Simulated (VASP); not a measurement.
# Mg3ZrN (P4/mmm) in VASP: notebook

Runs on Mg3ZrN. Level: PBE. Tasks: single point.

All numbers are computed with VASP 6.6.1; they aren't measurements. Logs are shortened: lines on timing, memory, paths and dates and some standing lists are left out, and cuts for length are marked.

## Step 1: The cell of the first run

It takes space group P4/mmm (No. 123, tetragonal). The conventional cell has a = 5.374 Å, b = 5.374 Å, c = 3.193 Å, α = 90.00°, β = 90.00°, γ = 90.00°. Mg (site symmetry mmm) has 4 Mg at 2.69 to 3.19 Å and 4 Zr at 3.13 Å and 4 N at 3.13 Å within 3.5 Å. Within 2.1 Å of Mg (site symmetry 4/mmm) lie 2 N at 1.60 Å. Zr (site symmetry 4/mmm) has 8 Mg at 3.13 Å and 2 Zr at 3.19 Å and 4 N at 3.80 Å within 4.1 Å. Within 2.1 Å of N (site symmetry 4/mmm) lie 2 Mg at 1.60 Å.

## Step 2: Single point, PBE

INCAR

```
  PREC = Accurate
  ENCUT = 520
  EDIFF = 1E-7
  ISMEAR = 0
  SIGMA = 0.1
  LREAL = F
  LASPH = T
  NELM = 100
  ALGO = Normal
  ISIF = 2
  LWAVE = F
  LCHARG = F
  GGA = PE
  NBANDS = 20
```

KPOINTS

```
Automatic mesh
0
Gamma
  4 4 6
```

POSCAR

```
Mg3ZrN
1.0
    5.3738066500      0.0000000000      0.0000000000
    0.0000000000      5.3738066500      0.0000000000
    0.0000000000      0.0000000000      3.1925723900
Mg Zr N
3 1 1
Direct
    0.0000000000      0.5000000000      0.0000000000
    0.5000000000      0.0000000000      0.0000000000
    0.5000000000      0.5000000000      0.0000000000
    0.0000000000      0.0000000000      0.5000000000
    0.5000000000      0.5000000000      0.5000000000
```

Potentials or basis: VASP PAW PBE potentials, release 64 (Mg, Zr_sv, N).

Run with:

```
$ cat potpaw_PBE.64/Mg/POTCAR potpaw_PBE.64/Zr_sv/POTCAR potpaw_PBE.64/N/POTCAR > POTCAR
$ mpirun -np 1 vasp_std > vasp.out
```

OUTCAR:

```text
PREC = Accurate
   ENCUT = 520
   EDIFF = 1E-7
   ISMEAR = 0
   LREAL = F
   LASPH = T
   NELM = 100
   ISIF = 2
   GGA = PE

 ion  position               nearest neighbor table
   1  0.000  0.500  0.000-   3 2.69   3 2.69   4 3.13   4 3.13   4 3.13   4 3.13
   2  0.500  0.000  0.000-   3 2.69   3 2.69   4 3.13   4 3.13   4 3.13   4 3.13
   3  0.500  0.500  0.000-   5 1.60   5 1.60   1 2.69   2 2.69   2 2.69   1 2.69
   4  0.000  0.000  0.500-   1 3.13   2 3.13   1 3.13   2 3.13   1 3.13   1 3.13   2 3.13   2 3.13

   5  0.500  0.500  0.500-   3 1.60   3 1.60

  LATTYP: Found a simple tetragonal cell.
 ALAT       =     5.3738066500
 C/A-ratio  =     0.5940988573

  Lattice vectors:

 A1 = (   5.3738066500,   0.0000000000,   0.0000000000)
 A2 = (   0.0000000000,   5.3738066500,   0.0000000000)
 A3 = (   0.0000000000,   0.0000000000,   3.1925723900)

Analysis of symmetry for initial positions (statically):
=====================================================================
 Subroutine PRICEL returns:
 Original cell was already a primitive cell.

 Routine SETGRP: Setting up the symmetry group for a
 simple tetragonal supercell.

 Subroutine GETGRP returns: Found 16 space group operations
 (whereof 16 operations were pure point group operations)
 out of a pool of 16 trial point group operations.

The static configuration has the point symmetry D_4h.

Analysis of symmetry for dynamics (positions and initial velocities):
=====================================================================
 Subroutine PRICEL returns:
 Original cell was already a primitive cell.

 Routine SETGRP: Setting up the symmetry group for a
 simple tetragonal supercell.

 Subroutine GETGRP returns: Found 16 space group operations
 (whereof 16 operations were pure point group operations)
 out of a pool of 16 trial point group operations.

The dynamic configuration has the point symmetry D_4h.

 Subroutine INISYM returns: Found 16 space group operations
 (whereof 16 operations are pure point group operations),
 and found     1 'primitive' translations

----------------------------------------------------------------------------------------

                                     Primitive cell

  volume of cell :      92.1945

  direct lattice vectors                    reciprocal lattice vectors
     5.373806650  0.000000000  0.000000000     0.186087827  0.000000000  0.000000000
     0.000000000  5.373806650  0.000000000     0.000000000  0.186087827  0.000000000
     0.000000000  0.000000000  3.192572390     0.000000000  0.000000000  0.313227040

  length of vectors
     5.373806650  5.373806650  3.192572390     0.186087827  0.186087827  0.313227040

  position of ions in fractional coordinates (direct lattice)
     0.000000000  0.500000000  0.000000000
     0.500000000  0.000000000  0.000000000
     0.500000000  0.500000000  0.000000000
     0.000000000  0.000000000  0.500000000
     0.500000000  0.500000000  0.500000000

  ion indices of the primitive-cell ions
   primitive index   ion index
                 1           1
                 2           2
                 3           3
                 4           4
                 5           5

----------------------------------------------------------------------------------------

 KPOINTS: Automatic mesh

Automatic generation of k-mesh.
 Grid dimensions read from file:
 generate k-points for:    4    4    6

 Generating k-lattice:

  Cartesian coordinates                     Fractional coordinates (reciprocal lattice)
     0.046521957  0.000000000  0.000000000     0.250000000  0.000000000  0.000000000
     0.000000000  0.046521957  0.000000000     0.000000000  0.250000000  0.000000000
     0.000000000  0.000000000  0.052204507     0.000000000  0.000000000  0.166666667

  Length of vectors
     0.046521957  0.046521957  0.052204507

  Shift w.r.t. Gamma in fractional coordinates (k-lattice)
     0.000000000  0.000000000  0.000000000

 Subroutine IBZKPT returns following result:
 ===========================================

 Found     24 irreducible k-points:

 Following reciprocal coordinates:
            Coordinates               Weight
  0.000000  0.000000  0.000000      1.000000
  0.250000  0.000000  0.000000      4.000000
  0.500000  0.000000  0.000000      2.000000
  0.250000  0.250000  0.000000      4.000000
  0.500000  0.250000  0.000000      4.000000
  0.500000  0.500000  0.000000      1.000000
[... 16 lines left out ...]
  0.500000  0.250000  0.500000      4.000000
  0.500000  0.500000  0.500000      1.000000
   k-points           NKPTS =     24   k-points in BZ     NKDIM =     24   number of bands    NBANDS=     20
   number of dos      NEDOS =    301   number of ions     NIONS =      5
   total plane-waves  NPLWV =  38400
   dimension x,y,z NGX =    40 NGY =   40 NGZ =   24
   dimension x,y,z NGXF=    80 NGYF=   80 NGZF=   48
   ions per type =               3   1   1
   NGX,Y,Z   is equivalent  to a cutoff of  12.37, 12.37, 12.50 a.u.
   NGXF,Y,Z  is equivalent  to a cutoff of  24.75, 24.75, 24.99 a.u.
 SYSTEM =  unknown system
   PREC   = accura    normal or accurate (medium, high low for compatibility)
   ISTART =      0    job   : 0-new  1-cont  2-samecut
   ICHARG =      2    charge: 1-file 2-atom 10-const
   ISPIN  =      1    spin polarized calculation?
   LNONCOLLINEAR =      F non collinear calculations
   LSORBIT =      F    spin-orbit coupling
   LASPH  =      T    aspherical Exc in radial PAW
   ENCUT  =  520.0 eV  38.22 Ry    6.18 a.u.   9.99  9.99  5.94*2*pi/ulx,y,z
   NELM   =    100;   NELMIN=  2; NELMDL= -5     # of ELM steps
   EDIFF  = 0.1E-06   stopping-criterion for ELM
   LREAL  =      F    real-space projection
   EDIFFG = 0.1E-05   stopping-criterion for IOM
   NSW    =      0    number of steps for IOM
   IBRION =     -1    ionic relax: 0-MD 1-quasi-New 2-CG
   NFREE  =      0    steps in history (QN), initial steepest desc. (CG)
   ISIF   =      2    stress and relaxation
   ISYM   =      2    0-nonsym 1-usesym 2-fastsym
   POTIM  = 0.5000    time-step for ionic-motion
   TEBEG  =    0.0;   TEEND  =   0.0 temperature during run
   PSTRESS=    0.0 pullay stress
   NELECT =      23.0000    total number of electrons
   NUPDOWN=      -1.0000    fix difference up-down
   EMIN   =  10.00;   EMAX   =-10.00  energy-range for DOS
   EFERMI =   0.00;   METHOD = LEGACY
   ISMEAR =     0;   SIGMA  =   0.10  broadening in eV -4-tet -1-fermi 0-gaus
   EFERMI_NEDOS =   21; number of points for ismear=-14 and -15
   IALGO  =     38    algorithm
   IMIX   =      4    mixing-type and parameters
     AMIX     =   0.40;   BMIX     =  1.00
     AMIX_MAG =   1.60;   BMIX_MAG =  1.00
  volume/ion in A,a.u.               =      18.44       124.43
  Fermi-wavevector in a.u.,A,eV,Ry     =   1.030582  1.947517 14.450734  1.062099
  Thomas-Fermi vector in A             =   2.164687
   LORBIT       =      0    0 simple, 1 ext, 2 COOP (PROOUT), +10 PAW based schemes
   GGA     = PE    functional components
   LHFCALC =     F    Hartree Fock is set to
   AEXX    =    0.0000 exact exchange contribution
   IVDW    =     0    specifies the selected vdW correction
   LEPSILON=     F    determine dielectric tensor
   LRPA    =     F    only Hartree local field effects (RPA)
 non-spin polarized calculation
 Gauss-broadening in eV      SIGMA  =   0.10
  energy-cutoff  :      520.00
  volume of cell :       92.19
 maximum number of plane-waves:      2508
 NGX is ok and might be reduce to    40
   NGX = 19   NGY = 19   NGZ = 11

 number of electron      22.9999997 magnetization

 Free energy of the ion-electron system (eV)
  ---------------------------------------------------
  ext. energy  EPLUGINS =         0.00000000
  ---------------------------------------------------
  free energy    TOTEN  =       -15.29392201 eV

  energy without entropy =      -15.27551608  energy(sigma->0) =      -15.28471904

 E-fermi :   4.4137     XC(G=0):  -9.5383

 val. band max:        4.3844877055   @ k =   0.5000   0.2500   0.0000
 cond. band min:       4.4190969346   @ k =   0.5000   0.5000   0.0000
 fundamental gap:      0.0346092291
 Fermi energy:         4.4137327481

 k-point     1 :       0.0000    0.0000    0.0000
  band No.  band energies     occupation
      1     -44.8232      2.00000
      2     -22.9141      2.00000
      3     -22.9141      2.00000
      4     -22.4215      2.00000
      5      -9.1187      2.00000
      6      -0.7372      2.00000
[... 12 lines left out ...]
     19      10.2285      0.00000
     20      10.2285      0.00000

 k-point     2 :       0.2500    0.0000    0.0000
  band No.  band energies     occupation
      1     -44.8232      2.00000
      2     -22.9154      2.00000
      3     -22.9141      2.00000
      4     -22.4215      2.00000
      5      -9.1033      2.00000
      6      -0.8945      2.00000
[... 12 lines left out ...]
     19       9.9353      0.00000
     20      10.0958      0.00000

 k-point     3 :       0.5000    0.0000    0.0000
  band No.  band energies     occupation
      1     -44.8232      2.00000
      2     -22.9167      2.00000
      3     -22.9140      2.00000
      4     -22.4215      2.00000
      5      -9.0878      2.00000
      6      -1.0793      2.00000
[... 12 lines left out ...]
     19      10.0219      0.00000
     20      11.5700      0.00000

 k-point     4 :       0.2500    0.2500    0.0000
  band No.  band energies     occupation
      1     -44.8232      2.00000
      2     -22.9154      2.00000
      3     -22.9153      2.00000
      4     -22.4215      2.00000
      5      -9.0914      2.00000
      6      -0.7690      2.00000
[... 12 lines left out ...]
     19      10.5881      0.00000
     20      11.1202      0.00000

 k-point     5 :       0.5000    0.2500    0.0000
  band No.  band energies     occupation
      1     -44.8232      2.00000
      2     -22.9166      2.00000
      3     -22.9153      2.00000
      4     -22.4215      2.00000
      5      -9.0794      2.00000
      6      -0.7627      2.00000
[... 12 lines left out ...]
     19      10.2324      0.00000
     20      12.1184      0.00000

 k-point     6 :       0.5000    0.5000    0.0000
  band No.  band energies     occupation
      1     -44.8231      2.00000
      2     -22.9165      2.00000
      3     -22.9165      2.00000
      4     -22.4215      2.00000
      5      -9.0708      2.00000
      6      -0.2344      2.00000
[... 12 lines left out ...]
     19      10.7100      0.00000
     20      10.7100      0.00000

 k-point     7 :       0.0000    0.0000    0.1667
  band No.  band energies     occupation
      1     -44.8116      2.00000
      2     -22.8998      2.00000
      3     -22.8998      2.00000
      4     -22.5516      2.00000
      5      -8.9074      2.00000
      6      -0.3659      2.00000
[... 12 lines left out ...]
     19       9.9780      0.00000
     20       9.9780      0.00000
[... 277 lines left out ...]
 k-point    20 :       0.2500    0.0000    0.5000
  band No.  band energies     occupation
      1     -44.7767      2.00000
      2     -22.9260      2.00000
      3     -22.8570      2.00000
      4     -22.8565      2.00000
      5      -8.1534      2.00000
      6       0.0392      2.00000
[... 12 lines left out ...]
     19       9.4646      0.00000
     20       9.7928      0.00000

 k-point    21 :       0.5000    0.0000    0.5000
  band No.  band energies     occupation
      1     -44.7767      2.00000
      2     -22.9258      2.00000
      3     -22.8575      2.00000
      4     -22.8564      2.00000
      5      -8.1467      2.00000
      6       0.0929      2.00000
[... 12 lines left out ...]
     19       9.2143      0.00000
     20      10.1664      0.00000

 k-point    22 :       0.2500    0.2500    0.5000
  band No.  band energies     occupation
      1     -44.7767      2.00000
      2     -22.9258      2.00000
      3     -22.8570      2.00000
      4     -22.8570      2.00000
      5      -8.1489      2.00000
      6       0.1377      2.00000
[... 12 lines left out ...]
     19       8.9970      0.00000
     20       9.5417      0.00000

 k-point    23 :       0.5000    0.2500    0.5000
  band No.  band energies     occupation
      1     -44.7767      2.00000
      2     -22.9255      2.00000
      3     -22.8575      2.00000
      4     -22.8569      2.00000
      5      -8.1443      2.00000
      6       0.2489      2.00000
[... 12 lines left out ...]
     19       8.1301      0.00000
     20      10.6623      0.00000

 k-point    24 :       0.5000    0.5000    0.5000
  band No.  band energies     occupation
      1     -44.7767      2.00000
      2     -22.9252      2.00000
      3     -22.8574      2.00000
      4     -22.8574      2.00000
      5      -8.1418      2.00000
      6       0.4536      2.00000
[... 12 lines left out ...]
     19       7.5461      0.00000
     20      10.7665      0.00000

------------------------ aborting loop because EDIFF is reached ----------------------------------------

  FORCE on cell =-STRESS in cart. coord.  units (eV):
  Direction    XX          YY          ZZ          XY          YZ          ZX
  --------------------------------------------------------------------------------------
  -------------------------------------------------------------------------------------
  Total        2.4549924      2.4549924     35.7504171      0.0000000      0.0000000     -0.0000000
  in kB       42.6634443     42.6634443    621.2792796      0.0000000      0.0000000     -0.0000000
  external PRESSURE =     235.5353894 kB  Pullay stress =       0.0000000 kB

 VOLUME and BASIS-vectors are now :
 -----------------------------------------------------------------------------
  energy-cutoff  :      520.00
  volume of cell :       92.19
      direct lattice vectors                 reciprocal lattice vectors
     5.373806650  0.000000000  0.000000000     0.186087827  0.000000000  0.000000000
     0.000000000  5.373806650  0.000000000     0.000000000  0.186087827  0.000000000
     0.000000000  0.000000000  3.192572390     0.000000000  0.000000000  0.313227040

 POSITION                                       TOTAL-FORCE (eV/Angst)
 -----------------------------------------------------------------------------------
      0.00000      2.68690      0.00000         0.000000      0.000000      0.000000
      2.68690      0.00000      0.00000         0.000000      0.000000      0.000000
      2.68690      2.68690      0.00000         0.000000      0.000000      0.000000
      0.00000      0.00000      1.59629         0.000000      0.000000      0.000000
      2.68690      2.68690      1.59629         0.000000      0.000000      0.000000
 -----------------------------------------------------------------------------------
    total drift:                                0.000000      0.000000     -0.000000

  FREE ENERGIE OF THE ION-ELECTRON SYSTEM (eV)
  ---------------------------------------------------
  free  energy   TOTEN  =       -15.2939220052 eV

  energy  without entropy=      -15.2755160813  energy(sigma->0) =      -15.28471904
```

Wall time 53 s (1 thread of Intel Xeon Platinum 8375C at 2.90GHz (Ice Lake), shared host); peak memory 0.21 GiB.

What came out:

```
Free energy : -15.2939 eV
Pressure    : 23.6 GPa
```

## Step 3: Single point, PBE

This run uses another cell than the first one, of 21.37 Å³/atom, 1.159 times its volume.

INCAR

```
SYSTEM = Mg3ZrN
ALGO = Normal
EDIFF = 1E-7
ENCUT = 520
GGA = PE
ISIF = 2
ISMEAR = 0
LASPH = .TRUE.
LCHARG = .TRUE.
LELF = .TRUE.
LREAL = .FALSE.
LVHAR = .TRUE.
LWAVE = .FALSE.
NBANDS = 20
NELM = 60
PREC = Accurate
SIGMA = 0.1
```

KPOINTS

```
k-points
0
G
  4 4 6
  0 0 0
```

POSCAR, as its differences from that of step 2:

```diff
@@ -2,5 +2,5 @@
 1.0
-    5.3738066500      0.0000000000      0.0000000000
-    0.0000000000      5.3738066500      0.0000000000
-    0.0000000000      0.0000000000      3.1925723900
+    5.3692626004      0.0000000000      0.0000000000
+    0.0000000000      5.3692626004      0.0000000000
+    0.0000000000      0.0000000000      3.7058056325
 Mg Zr N
```

Potentials or basis: VASP PAW PBE potentials, release 64 (Mg, Zr_sv, N).

Run with:

```
$ cat potpaw_PBE.64/Mg/POTCAR potpaw_PBE.64/Zr_sv/POTCAR potpaw_PBE.64/N/POTCAR > POTCAR
$ mpirun -np 1 vasp_std > vasp.out
```

It took 66 s on 1 thread of Intel Xeon Platinum 8375C at 2.90GHz (Ice Lake), shared host; peak memory 0.23 GiB.

It converged, with:

| Property | Result |
| --- | --- |
| Free energy | -17.6329 eV |
| Pressure | 0.0 GPa |

Stress tensor (GPa, compression positive):
```
-0.05  0.00  0.00
 0.00 -0.05  0.00
 0.00  0.00  0.24
```

Levels at points of the mesh, in eV from the Fermi level:
| k point | band 8 | band 9 | band 10 | band 11 | band 12 | band 13 | band 14 | band 15 |
| --- | --- | --- | --- | --- | --- | --- | --- | --- |
| (0.00, 0.00, 0.00) | -2.77 | -2.18 | -2.13 | -0.50 | 0.29 | 1.40 | 1.40 | 1.51 |
| (0.50, 0.00, 0.00) | -2.82 | -2.18 | -1.49 | -0.26 | 0.71 | 0.79 | 1.09 | 1.31 |
| (0.50, 0.50, 0.00) | -3.01 | -2.15 | -1.25 | 0.29 | 0.39 | 0.41 | 0.41 | 1.24 |
| (0.00, 0.00, 0.50) | -1.80 | -1.59 | -1.22 | -1.22 | -1.18 | -0.69 | 0.97 | 1.75 |
| (0.50, 0.00, 0.50) | -2.08 | -1.94 | -1.39 | -0.93 | 0.28 | 0.51 | 0.97 | 1.39 |
| (0.50, 0.50, 0.50) | -2.40 | -2.37 | -2.37 | -0.37 | 0.37 | 0.68 | 0.71 | 2.08 |
